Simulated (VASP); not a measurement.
# Cu2H3 (P4/mmm) in VASP: further runs

Runs on Cu2H3. Level: PBE. Tasks: single point, relaxation of cell and atoms.

Everything below comes from runs of VASP 6.6.1. Logs are shortened: lines on timing, memory, paths and dates and some standing lists are left out, and cuts for length are marked.

## 1. The cell of the first run

Symmetry: P4/mmm, No. 123, tetragonal system. The conventional cell has a = 3.603 Å, b = 3.603 Å, c = 4.601 Å, α = 90.00°, β = 90.00°, γ = 90.00°. Within 2.4 Å of Cu (site symmetry mmm) lie 4 H at 1.80 to 2.30 Å. Within 3.0 Å of H (site symmetry mmm) lie 2 Cu at 2.30 Å and 8 H at 2.55 to 2.92 Å. Within 2.4 Å of H (site symmetry 4/mmm) lie 4 Cu at 1.80 Å.

The cell was generated, and may not be a known phase.

## 2. Single point, PBE

INCAR

```
ALGO = Normal
EDIFF = 1E-6
ENCUT = 520
GGA = PE
ISIF = 2
ISMEAR = 0
LASPH = T
LCHARG = F
LREAL = F
LWAVE = F
NBANDS = 20
NELM = 60
PREC = Accurate
SIGMA = 0.1
```

KPOINTS

```
k-points
0
Gamma
  6 6 4
```

POSCAR

```
Cu2H3
1.0
    3.6026154000      0.0000000000      0.0000000000
    0.0000000000      3.6026154000      0.0000000000
    0.0000000000      0.0000000000      4.6011904200
Cu H
2 3
Direct
    0.0000000000      0.5000000000      0.5000000000
    0.5000000000      0.0000000000      0.5000000000
    0.0000000000      0.5000000000      0.0000000000
    0.5000000000      0.0000000000      0.0000000000
    0.5000000000      0.5000000000      0.5000000000
```

Potentials or basis: VASP PAW PBE potentials, release 64 (Cu, H).

Launch:

```sh
> cat potpaw_PBE.64/Cu/POTCAR potpaw_PBE.64/H/POTCAR > POTCAR
> mpirun -np 1 vasp_std > vasp.out
```

OUTCAR:

```text
EDIFF = 1E-6
   ENCUT = 520
   GGA = PE
   ISIF = 2
   ISMEAR = 0
   LASPH = T
   LREAL = F
   NELM = 60
   PREC = Accurate

 ion  position               nearest neighbor table
   1  0.000  0.500  0.500-   5 1.80   5 1.80   2 2.55   2 2.55   2 2.55   2 2.55
   2  0.500  0.000  0.500-   5 1.80   5 1.80   1 2.55   1 2.55   1 2.55   1 2.55
   3  0.000  0.500  0.000-
   4  0.500  0.000  0.000-
   5  0.500  0.500  0.500-   1 1.80   2 1.80   2 1.80   1 1.80

  LATTYP: Found a simple tetragonal cell.
 ALAT       =     3.6026154000
 C/A-ratio  =     1.2771805783

  Lattice vectors:

 A1 = (   3.6026154000,   0.0000000000,   0.0000000000)
 A2 = (   0.0000000000,   3.6026154000,   0.0000000000)
 A3 = (   0.0000000000,   0.0000000000,   4.6011904200)

Analysis of symmetry for initial positions (statically):
=====================================================================
 Subroutine PRICEL returns:
 Original cell was already a primitive cell.

 Routine SETGRP: Setting up the symmetry group for a
 simple tetragonal supercell.

 Subroutine GETGRP returns: Found 16 space group operations
 (whereof 16 operations were pure point group operations)
 out of a pool of 16 trial point group operations.

The static configuration has the point symmetry D_4h.

Analysis of symmetry for dynamics (positions and initial velocities):
=====================================================================
 Subroutine PRICEL returns:
 Original cell was already a primitive cell.

 Routine SETGRP: Setting up the symmetry group for a
 simple tetragonal supercell.

 Subroutine GETGRP returns: Found 16 space group operations
 (whereof 16 operations were pure point group operations)
 out of a pool of 16 trial point group operations.

The dynamic configuration has the point symmetry D_4h.

 Subroutine INISYM returns: Found 16 space group operations
 (whereof 16 operations are pure point group operations),
 and found     1 'primitive' translations

----------------------------------------------------------------------------------------

                                     Primitive cell

  volume of cell :      59.7181

  direct lattice vectors                    reciprocal lattice vectors
[... 90 lines left out ...]
   LASPH  =      T    aspherical Exc in radial PAW
   ENCUT  =  520.0 eV  38.22 Ry    6.18 a.u.   6.70  6.70  8.56*2*pi/ulx,y,z
   NELM   =     60;   NELMIN=  2; NELMDL= -5     # of ELM steps
   EDIFF  = 0.1E-05   stopping-criterion for ELM
   LREAL  =      F    real-space projection
   EDIFFG = 0.1E-04   stopping-criterion for IOM
   NSW    =      0    number of steps for IOM
   IBRION =     -1    ionic relax: 0-MD 1-quasi-New 2-CG
   NFREE  =      0    steps in history (QN), initial steepest desc. (CG)
   ISIF   =      2    stress and relaxation
   ISYM   =      2    0-nonsym 1-usesym 2-fastsym
   POTIM  = 0.5000    time-step for ionic-motion
   TEBEG  =    0.0;   TEEND  =   0.0 temperature during run
   PSTRESS=    0.0 pullay stress
   NELECT =      25.0000    total number of electrons
   NUPDOWN=      -1.0000    fix difference up-down
   EMIN   =  10.00;   EMAX   =-10.00  energy-range for DOS
   EFERMI =   0.00;   METHOD = LEGACY
   ISMEAR =     0;   SIGMA  =   0.10  broadening in eV -4-tet -1-fermi 0-gaus
   EFERMI_NEDOS =   21; number of points for ismear=-14 and -15
   IALGO  =     38    algorithm
   IMIX   =      4    mixing-type and parameters
     AMIX     =   0.40;   BMIX     =  1.00
     AMIX_MAG =   1.60;   BMIX_MAG =  1.00
  volume/ion in A,a.u.               =      11.94        80.60
  Fermi-wavevector in a.u.,A,eV,Ry     =   1.224671  2.314293 20.406283  1.499819
  Thomas-Fermi vector in A             =   2.359737
   LORBIT       =      0    0 simple, 1 ext, 2 COOP (PROOUT), +10 PAW based schemes
   GGA     = PE    functional components
   LHFCALC =     F    Hartree Fock is set to
   AEXX    =    0.0000 exact exchange contribution
   IVDW    =     0    specifies the selected vdW correction
   LEPSILON=     F    determine dielectric tensor
   LRPA    =     F    only Hartree local field effects (RPA)
 non-spin polarized calculation
 Gauss-broadening in eV      SIGMA  =   0.10
  energy-cutoff  :      520.00
  volume of cell :       59.72
 maximum number of plane-waves:      1642
 NGX is ok and might be reduce to    28
   NGX = 13   NGY = 13   NGZ = 17

 number of electron      24.9999943 magnetization

 Free energy of the ion-electron system (eV)
  ---------------------------------------------------
  ext. energy  EPLUGINS =         0.00000000
  ---------------------------------------------------
  free energy    TOTEN  =       -13.11207029 eV

  energy without entropy =      -13.09779605  energy(sigma->0) =      -13.10493317

 E-fermi :   0.6200     XC(G=0):  -9.0907

 val. band max:        0.5839658560   @ k =   0.5000   0.1667   0.2500
 cond. band min:       0.6321008514   @ k =   0.3333   0.0000   0.5000
 fundamental gap:      0.0481349954
 Fermi energy:         0.6200411964

 k-point     1 :       0.0000    0.0000    0.0000
  band No.  band energies     occupation
      1      -7.5808      2.00000
      2      -3.8516      2.00000
      3      -2.7981      2.00000
      4      -2.7715      2.00000
      5      -1.8452      2.00000
      6      -1.8452      2.00000
[... 541 lines left out ...]
     19      10.7730      0.00000
     20      12.3896      0.00000

 [... further k-points ...]

------------------------ aborting loop because EDIFF is reached ----------------------------------------

  FORCE on cell =-STRESS in cart. coord.  units (eV):
  Direction    XX          YY          ZZ          XY          YZ          ZX
  --------------------------------------------------------------------------------------
  -------------------------------------------------------------------------------------
  Total       -1.9426429     -1.9426429     -8.9153692      0.0000000      0.0000000     -0.0000000
  in kB      -52.1191781    -52.1191781   -239.1904877      0.0000000      0.0000000     -0.0000000
  external PRESSURE =    -114.4762813 kB  Pullay stress =       0.0000000 kB

 VOLUME and BASIS-vectors are now :
 -----------------------------------------------------------------------------
  energy-cutoff  :      520.00
  volume of cell :       59.72
      direct lattice vectors                 reciprocal lattice vectors
     3.602615400  0.000000000  0.000000000     0.277576119  0.000000000  0.000000000
     0.000000000  3.602615400  0.000000000     0.000000000  0.277576119  0.000000000
     0.000000000  0.000000000  4.601190420     0.000000000  0.000000000  0.217335061

 POSITION                                       TOTAL-FORCE (eV/Angst)
 -----------------------------------------------------------------------------------
      0.00000      1.80131      2.30060         0.000000      0.000000      0.000000
      1.80131      0.00000      2.30060         0.000000      0.000000      0.000000
      0.00000      1.80131      0.00000         0.000000      0.000000      0.000000
      1.80131      0.00000      0.00000         0.000000      0.000000      0.000000
      1.80131      1.80131      2.30060         0.000000      0.000000      0.000000
 -----------------------------------------------------------------------------------
    total drift:                                0.000000      0.000000      0.000000

  FREE ENERGIE OF THE ION-ELECTRON SYSTEM (eV)
  ---------------------------------------------------
  free  energy   TOTEN  =       -13.1120702880 eV

  energy  without entropy=      -13.0977960500  energy(sigma->0) =      -13.10493317
```

Run time: 22 s. Hardware: 1 thread of Intel Xeon 6975P-C (Granite Rapids), shared host; peak memory 0.18 GiB.

What came out:

```yaml
Free_energy: -13.1121 eV
Pressure: -11.4 GPa
Band_gap_on_the_k_mesh: zero (an odd number of electrons rules out a gap without spin polarisation)
```

Stress tensor (GPa, compression positive):
```
 -5.21   0.00   0.00
  0.00  -5.21   0.00
  0.00   0.00 -23.92
```

Levels at points of the mesh, in eV from the Fermi level:
```
           k point  band 9  band 10  band 11  band 12  band 13  band 14  band 15  band 16
(0.00, 0.00, 0.00)   -1.73    -1.63    -1.17     0.54     1.95     2.22     4.99     4.99
(0.50, 0.00, 0.00)   -2.24    -2.15    -2.05    -1.92     1.07     2.47     5.56     5.86
(0.50, 0.50, 0.00)   -2.23    -1.70    -1.62    -0.16    -0.16     0.77     5.00     5.00
(0.00, 0.00, 0.50)   -1.74    -1.74    -1.62    -1.17     1.50     5.40     5.40     5.84
(0.50, 0.00, 0.50)   -2.08    -2.06    -1.59    -1.31    -1.13    -1.10     7.23     8.87
(0.50, 0.50, 0.50)   -1.90    -1.70    -1.62    -0.87    -0.87     1.26     2.44     2.44
```

Caveat: the stress differs along the axes, from -24 to -5 GPa.

## 3. Single point, PBE

This run uses another cell than the first one, of 8.60 Å³/atom.

INCAR

```
SYSTEM = Cu2H3
  ALGO = Normal
  EDIFF = 1E-6
  ENCUT = 520
  GGA = PE
  ISIF = 2
  ISMEAR = 0
  LASPH = .TRUE.
  LCHARG = .TRUE.
  LELF = .TRUE.
  LREAL = .FALSE.
  LVHAR = .TRUE.
  LWAVE = .FALSE.
  NBANDS = 20
  NELM = 60
  PREC = Accurate
  SIGMA = 0.1
```

KPOINTS

```
k-points
0
G
  10 10 12
  0 0 0
```

POSCAR, as its differences from that of step 2:

```diff
@@ -2,5 +2,5 @@
 1.0
-    3.6026154000      0.0000000000      0.0000000000
-    0.0000000000      3.6026154000      0.0000000000
-    0.0000000000      0.0000000000      4.6011904200
+    3.6739413050      0.0000000000      0.0000000000
+    0.0000000000      3.6739413050      0.0000000000
+    0.0000000000      0.0000000000      3.1853504569
 Cu H
```

Potentials or basis: VASP PAW PBE potentials, release 64 (Cu, H).

Launch:

```sh
> cat potpaw_PBE.64/Cu/POTCAR potpaw_PBE.64/H/POTCAR > POTCAR
> mpirun -np 1 vasp_std > vasp.out
```

OUTCAR:

```text
SYSTEM = Cu2H3
   EDIFF = 1E-6
   ENCUT = 520
   GGA = PE
   ISIF = 2
   ISMEAR = 0
   LASPH = .TRUE.
   LREAL = .FALSE.
   NELM = 60
   PREC = Accurate

 ion  position               nearest neighbor table
   1  0.000  0.500  0.500-   3 1.59   3 1.59   5 1.84   5 1.84   2 2.60   2 2.60   2 2.60   2 2.60

   2  0.500  0.000  0.500-   4 1.59   4 1.59   5 1.84   5 1.84   1 2.60   1 2.60   1 2.60   1 2.60

   3  0.000  0.500  0.000-   1 1.59   1 1.59
   4  0.500  0.000  0.000-   2 1.59   2 1.59
   5  0.500  0.500  0.500-   1 1.84   2 1.84   2 1.84   1 1.84

  LATTYP: Found a simple tetragonal cell.
 ALAT       =     3.6739413050
 C/A-ratio  =     0.8670117981

  Lattice vectors:

 A1 = (   3.6739413050,   0.0000000000,   0.0000000000)
 A2 = (   0.0000000000,   3.6739413050,   0.0000000000)
 A3 = (   0.0000000000,   0.0000000000,   3.1853504569)

Analysis of symmetry for initial positions (statically):
=====================================================================
[... 178 lines left out ...]

 E-fermi :   3.2003     XC(G=0): -10.4815

 val. band max:        3.1989359042   @ k =   0.2000   0.2000   0.0000
 cond. band min:       3.2205885814   @ k =   0.5000   0.3000   0.1667
 fundamental gap:      0.0216526772
 Fermi energy:         3.2002862848

 k-point     1 :       0.0000    0.0000    0.0000
  band No.  band energies     occupation
      1      -6.3907      2.00000
      2      -2.6841      2.00000
      3      -2.1149      2.00000
      4      -0.7739      2.00000
      5      -0.5001      2.00000
      6       0.3126      2.00000
[... 541 lines left out ...]
     19      15.9607      0.00000
     20      16.2296      0.00000

 [... further k-points ...]

------------------------ aborting loop because EDIFF is reached ----------------------------------------

  FORCE on cell =-STRESS in cart. coord.  units (eV):
  Direction    XX          YY          ZZ          XY          YZ          ZX
  --------------------------------------------------------------------------------------
  -------------------------------------------------------------------------------------
  Total        0.0694172      0.0694172      0.0628268      0.0000000      0.0000000      0.0000000
  in kB        2.5867606      2.5867606      2.3411752      0.0000000      0.0000000      0.0000000
  external PRESSURE =       2.5048988 kB  Pullay stress =       0.0000000 kB

 VOLUME and BASIS-vectors are now :
 -----------------------------------------------------------------------------
  energy-cutoff  :      520.00
  volume of cell :       43.00
      direct lattice vectors                 reciprocal lattice vectors
     3.673941305  0.000000000  0.000000000     0.272187255  0.000000000  0.000000000
     0.000000000  3.673941305  0.000000000     0.000000000  0.272187255  0.000000000
     0.000000000  0.000000000  3.185350457     0.000000000  0.000000000  0.313937199

 POSITION                                       TOTAL-FORCE (eV/Angst)
 -----------------------------------------------------------------------------------
      0.00000      1.83697      1.59268         0.000000      0.000000      0.000000
      1.83697      0.00000      1.59268         0.000000      0.000000      0.000000
      0.00000      1.83697      0.00000         0.000000      0.000000      0.000000
      1.83697      0.00000      0.00000         0.000000      0.000000      0.000000
      1.83697      1.83697      1.59268         0.000000      0.000000      0.000000
 -----------------------------------------------------------------------------------
    total drift:                                0.000000      0.000000      0.000000

  FREE ENERGIE OF THE ION-ELECTRON SYSTEM (eV)
  ---------------------------------------------------
  free  energy   TOTEN  =       -15.6910333946 eV

  energy  without entropy=      -15.6876681110  energy(sigma->0) =      -15.68935075
```

OSZICAR:

```text
N       E                     dE             d eps       ncg     rms          rms(c)
DAV:   1     0.154384398475E+03    0.15438E+03   -0.11310E+04  5992   0.178E+03
DAV:   2    -0.943796470200E+01   -0.16382E+03   -0.15630E+03  5908   0.294E+02
DAV:   3    -0.191719353974E+02   -0.97340E+01   -0.94531E+01  6900   0.954E+01
DAV:   4    -0.193404105342E+02   -0.16848E+00   -0.16828E+00  7052   0.134E+01
DAV:   5    -0.193427830802E+02   -0.23725E-02   -0.23724E-02  7100   0.140E+00    0.151E+01
DAV:   6    -0.183453981805E+02    0.99738E+00   -0.36124E+01  6688   0.150E+02    0.104E+01
DAV:   7    -0.157491009397E+02    0.25963E+01   -0.85632E+00  6676   0.776E+01    0.145E+00
DAV:   8    -0.157286803583E+02    0.20421E-01   -0.70323E-01  8444   0.143E+01    0.161E+00
DAV:   9    -0.156911831677E+02    0.37497E-01   -0.16345E-01  6920   0.104E+01    0.174E-01
DAV:  10    -0.156911606220E+02    0.22546E-04   -0.75014E-03  8960   0.123E+00    0.862E-02
DAV:  11    -0.156910890302E+02    0.71592E-04   -0.16822E-04  8976   0.188E-01    0.569E-02
DAV:  12    -0.156910349277E+02    0.54103E-04   -0.16796E-04  8244   0.311E-01    0.838E-03
DAV:  13    -0.156910341551E+02    0.77261E-06   -0.17700E-05  6656   0.322E-02    0.595E-03
DAV:  14    -0.156910333946E+02    0.76053E-06   -0.82694E-07  4012   0.194E-02
   1 F= -.15691033E+02 E0= -.15689351E+02  d E =-.336528E-02
```

Wall time 41 s (1 thread of Intel Xeon 6975P-C (Granite Rapids), shared host); peak memory 0.22 GiB.

Results:

* Free energy: -15.6910 eV
* Pressure: 0.3 GPa
* Band gap on the k mesh: zero (an odd number of electrons rules out a gap without spin polarisation)

Levels at points of the mesh, in eV from the Fermi level:
```
           k point  band 11  band 12  band 13  band 14  band 15  band 16
(0.00, 0.00, 0.00)    -1.66     1.67     3.41     3.41     3.58     6.97
(0.50, 0.00, 0.00)    -2.56    -2.37     2.74     6.01     6.85     7.63
(0.50, 0.50, 0.00)    -2.22    -0.49    -0.49    -0.49     9.84    11.17
(0.00, 0.00, 0.50)    -2.07    -1.66    -1.08     5.79     5.79     6.08
(0.50, 0.00, 0.50)    -2.22    -2.17    -1.72    -0.59     7.90     9.03
(0.50, 0.50, 0.50)    -2.40    -2.40    -2.34     2.03     2.97     2.97
```

## 4. Relaxation of cell and atoms, PBE

This run uses another cell than the first one, of 8.70 Å³/atom.

INCAR

```
PREC = Accurate ; ENCUT = 600
EDIFF = 1E-7 ; ISMEAR = 0
SIGMA = 0.1 ; LREAL = False
LASPH = True ; NELM = 80
ALGO = Normal ; ISIF = 3
LWAVE = False ; LCHARG = False
GGA = PE ; IBRION = 2
NSW = 90 ; EDIFFG = -0.04
```

KPOINTS

```
Automatic mesh
0
Gamma
  6 6 6
```

POSCAR, as its differences from that of step 3:

```diff
@@ -2,5 +2,5 @@
 1.0
-    3.6739413050      0.0000000000      0.0000000000
-    0.0000000000      3.6739413050      0.0000000000
-    0.0000000000      0.0000000000      3.1853504569
+    3.7137180868      0.0000000000      0.0000000000
+    0.0000000000      3.7137180868      0.0000000000
+    0.0000000000      0.0000000000      3.1553882182
 Cu H
```

Launch:

```sh
> cat potpaw_PBE.64/Cu/POTCAR potpaw_PBE.64/H/POTCAR > POTCAR
> mpirun -np 1 vasp_std > vasp.out
```

Run time: 55 s. Hardware: 1 thread of Intel Xeon 6975P-C (Granite Rapids), shared host; peak memory 0.18 GiB.

The run converged. Its results:

| Property | Result |
| --- | --- |
| Free energy | -15.6859 eV |
| Relaxed volume | 8.62 Å³/atom |
| Relaxed cell | a = 3.657 Å, b = 3.657 Å, c = 3.223 Å, α = 90.00°, β = 90.00°, γ = 90.00° |
| Space group after relaxing (to 0.1 Å) | P4/mmm (No. 123) |
| Energy gained by relaxing | 5.7 meV/atom |
| Ionic steps | 4 |
| Pressure after relaxing | -0.5 GPa |
| Band gap on the k mesh | zero (an odd number of electrons rules out a gap without spin polarisation) |

The path:
```
step  energy change (eV)  largest force (eV/Å)  pressure (GPa)  volume (Å³)
   1              0.0000                0.0000            0.16        43.52
   2             -0.0224                0.0000           -0.80        43.56
   3             -0.0257                0.0000           -1.25        43.58
   4             -0.0283                0.0000           -0.45        43.12
```

Final structure:
```yaml
crystal:
  lattice:
    - [3.65735, 0.00000, 0.00000]
    - [0.00000, 3.65735, 0.00000]
    - [0.00000, 0.00000, 3.22327]
  atoms:
    - { symbol: Cu, position: [0.00000, 0.50000, 0.50000] }
    - { symbol: Cu, position: [0.50000, 0.00000, 0.50000] }
    - { symbol: H, position: [0.00000, 0.50000, 0.00000] }
    - { symbol: H, position: [0.50000, 0.00000, 0.00000] }
    - { symbol: H, position: [0.50000, 0.50000, 0.50000] }
```

Levels at points of the mesh, in eV from the Fermi level:
| k point | band 9 | band 10 | band 11 | band 12 | band 13 | band 14 | band 15 | band 16 |
| --- | --- | --- | --- | --- | --- | --- | --- | --- |
| (0.00, 0.00, 0.00) | -2.25 | -2.02 | -1.59 | 1.77 | 3.57 | 3.57 | 3.65 | 6.73 |
| (0.50, 0.00, 0.00) | -2.59 | -2.58 | -2.50 | -2.31 | 2.82 | 6.07 | 7.05 | 7.84 |
| (0.50, 0.50, 0.00) | -2.57 | -2.23 | -2.16 | -0.41 | -0.41 | -0.39 | 9.83 | 11.02 |
| (0.00, 0.00, 0.50) | -2.38 | -2.21 | -2.01 | -1.58 | -0.85 | 5.84 | 5.84 | 6.18 |
| (0.50, 0.00, 0.50) | -2.74 | -2.59 | -2.10 | -2.06 | -1.67 | -0.61 | 8.00 | 9.18 |
| (0.50, 0.50, 0.50) | -2.56 | -2.34 | -2.34 | -2.33 | -2.26 | 2.01 | 3.02 | 3.02 |

(Continued in part 2 of 2.)

The gap in the log of VASP goes by the Fermi energy; the results here count the filled bands.